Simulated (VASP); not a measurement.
# CdI2 in VASP: further runs, part 2 of 2

VASP 6.6.1. Earlier steps stand in the parts before.

### 3 Single point, PBE+D3(BJ) (atoms taken out)

INCAR

```
SYSTEM = CdI2
PREC     = Accurate       ! precision mode
ENCUT    = 400            ! plane-wave cutoff, eV
EDIFF    = 1E-6           ! SCF threshold, eV
ISMEAR   = 0              ! smearing method
SIGMA    = 0.02           ! smearing width, eV
LREAL    = .FALSE.        ! projectors in reciprocal space
LASPH    = .TRUE.         ! aspherical terms in the spheres
NELM     = 120            ! most SCF steps
ALGO     = Normal         ! electronic algorithm
ISIF     = 2              ! what is computed and relaxed
LWAVE    = .FALSE.        ! write WAVECAR
LCHARG   = .TRUE.         ! write CHGCAR
LDIPOL   = .TRUE.       
IDIPOL   = 3            
DIPOL    = 0.5 0.5 0.500
GGA      = PE             ! functional
IVDW     = 12             ! dispersion correction
LELF     = .TRUE.         ! ELF
LVHAR    = .TRUE.       
LVACPOTAV= .TRUE.       
NBANDS   = 20             ! bands
GGA_COMPAT= .FALSE.      
NELMDL   = -8
```

KPOINTS

```
regular mesh
0
G
  9 9 1
  0 0 0
```

POSCAR

```
CdI2
1.0
    4.2419141230      0.0000000000      0.0000000000
   -2.1209570615      3.6736053912      0.0000000000
    0.0000000000      0.0000000000     32.9197076258
I Cd
2 1
Direct
    0.6666666667      0.3333333333      0.4474501133
    0.0000000000      0.0000000000      0.5525498867
    0.3333333333      0.6666666667      0.5000034409
```

Potentials or basis: VASP PAW PBE potentials, release 64 (I, Cd).

Run with:

```sh
$ cat potpaw_PBE.64/I/POTCAR potpaw_PBE.64/Cd/POTCAR > POTCAR
$ mpirun -np 1 vasp_std > vasp.out
```

OUTCAR:

```text
SYSTEM = CdI2
   PREC = Accurate
   ENCUT = 400
   EDIFF = 1E-6
   ISMEAR = 0
   LREAL = .FALSE.
   LASPH = .TRUE.
   NELM = 120
   ISIF = 2
   GGA = PE
   IVDW = 12
   NELMDL = -8
 IVDW          = 12

 ion  position               nearest neighbor table
   1  0.667  0.333  0.447-   3 3.00   3 3.00   3 3.00
   2  0.000  0.000  0.553-   3 3.00   3 3.00   3 3.00
   3  0.333  0.667  0.500-   2 3.00   2 3.00   2 3.00   1 3.00   1 3.00   1 3.00

  LATTYP: Found a hexagonal cell.
 ALAT       =     4.2419141230
 C/A-ratio  =     7.7605785198

  Lattice vectors:

 A1 = (   4.2419141230,   0.0000000000,   0.0000000000)
 A2 = (  -2.1209570615,   3.6736053912,   0.0000000000)
 A3 = (   0.0000000000,   0.0000000000,  32.9197076258)

Analysis of symmetry for initial positions (statically):
=====================================================================
 Subroutine PRICEL returns:
 Original cell was already a primitive cell.

 Routine SETGRP: Setting up the symmetry group for a
 hexagonal supercell.

 Subroutine GETGRP returns: Found 12 space group operations
[... 162 lines left out ...]

 val. band max:       -4.5624992637   @ k =   0.1111   0.0000   0.0000
 cond. band min:      -2.0556961883   @ k =   0.4444   0.0000   0.0000
 fundamental gap:      2.5068030754
 Fermi energy:        -4.4492762904

 k-point     1 :       0.0000    0.0000    0.0000
  band No.  band energies     occupation
      1     -16.5063      2.00000
      2     -16.0153      2.00000
      3     -12.0980      2.00000
      4     -12.0980      2.00000
      5     -11.9800      2.00000
      6     -11.9059      2.00000
[... 265 lines left out ...]
     19       3.6863      0.00000
     20       3.8403      0.00000

------------------------ aborting loop because EDIFF is reached ----------------------------------------

 vacuum level on the upper side and lower side of the slab       (xc-potential included)        -0.108        -0.123

 Edisp (eV)   -0.74858

 E8    (eV) :    -0.3549

  FORCE on cell =-STRESS in cart. coord.  units (eV):
  Direction    XX          YY          ZZ          XY          YZ          ZX
  --------------------------------------------------------------------------------------
  -------------------------------------------------------------------------------------
  Total       0.02450     0.02450     0.06758     0.00000     0.00000     0.00000
  in kB       0.07652     0.07652     0.21106     0.00000     0.00000     0.00000
  external pressure =        0.12 kB  Pullay stress =        0.00 kB

 VOLUME and BASIS-vectors are now :
 -----------------------------------------------------------------------------
  energy-cutoff  :      400.00
  volume of cell :      512.99
      direct lattice vectors                 reciprocal lattice vectors
     4.241914123  0.000000000  0.000000000     0.235742632  0.136106072  0.000000000
    -2.120957061  3.673605391  0.000000000     0.000000000  0.272212144  0.000000000
     0.000000000  0.000000000 32.919707626     0.000000000  0.000000000  0.030376941

 POSITION                                       TOTAL-FORCE (eV/Angst)
 -----------------------------------------------------------------------------------
      2.12096      1.22454     14.72993        -0.000000     -0.000000     -0.060729
      0.00000      0.00000     18.18978         0.000000      0.000000      0.060729
     -0.00000      2.44907     16.45997        -0.000000      0.000000      0.000000
 -----------------------------------------------------------------------------------
    total drift:                                0.000000      0.000000      0.197868

  FREE ENERGIE OF THE ION-ELECTRON SYSTEM (eV)
  ---------------------------------------------------
  free  energy   TOTEN  =        -6.2692502742 eV

  energy  without entropy=       -6.2692502742  energy(sigma->0) =       -6.26925027

 vacuum level on the upper side and lower side of the slab         1.733         1.710
```

Run time: 2.3 min. Hardware: 1 thread of Intel Xeon 6975P-C (Granite Rapids), shared host; peak memory 0.41 GiB.

Results:

```yaml
Free_energy: -6.2693 eV
Largest_force: 0.061 eV/Å
Band_gap_on_the_k_mesh: 2.51 eV (least direct gap 2.72 eV)
Dispersion_energy_per_atom: -0.250 eV
Ionisation_potential_of_the_upper_face: 6.30 eV
```

Forces in eV/Å, atoms in the order of the input:
```
I    0.000  0.000 -0.061
I    0.000  0.000  0.061
Cd   0.000  0.000  0.000
```

Caveat: the cell differs from its parent crystal (atoms taken out); spin-orbit coupling is left out, which moves the levels of the heavy elements.
